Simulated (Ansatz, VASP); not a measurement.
**Two plane-wave programs on MgC**

```
Mg C
1.0
     1.84378   -4.14759    0.00000
     1.84378    4.14759    0.00000
     0.00000    0.00000    2.72086
Mg C
2 2
Cartesian
  1.8438 -2.9344 2.0406
  1.8438 2.9344 0.6802
  1.8438 -0.4494 2.0406
  1.8438 0.4494 0.6802
```

Alike in both runs: functional PBE; k mesh 14 × 14 × 16; occupations gaussian, width 0.1 eV; no spin polarisation.

Ansatz relaxed the structure, and its values are those at the end. VASP's run is a single point on that final structure, the one shown.

|  | VASP | Ansatz |
| --- | --- | --- |
| version | VASP 6.6.1 | Ansatz 0.2.0 |
| potentials or method | VASP PAW PBE potentials, release 64 (Mg, C), cutoff 520 eV | scalar-relativistic, plane waves, PAW |
| valence electrons in the cell | 12 | 28 |

Ansatz gave:

```
gap on the k mesh at the Fermi level (eV) : none
pressure (GPa)                            : 0.0
rms of the force components (eV/Å)        : 0.001
```

Question: Estimate VASP's values.

Answer: gap on the k mesh at the Fermi level (eV): none; pressure (GPa): -0.2; rms of the force components (eV/Å): 0.009.

A gap of «none» marks a metal or a gap that the smearing closes. VASP's potentials hold 12 valence electrons a cell and Ansatz's 28, so a difference there can come from the potentials and not from the codes.
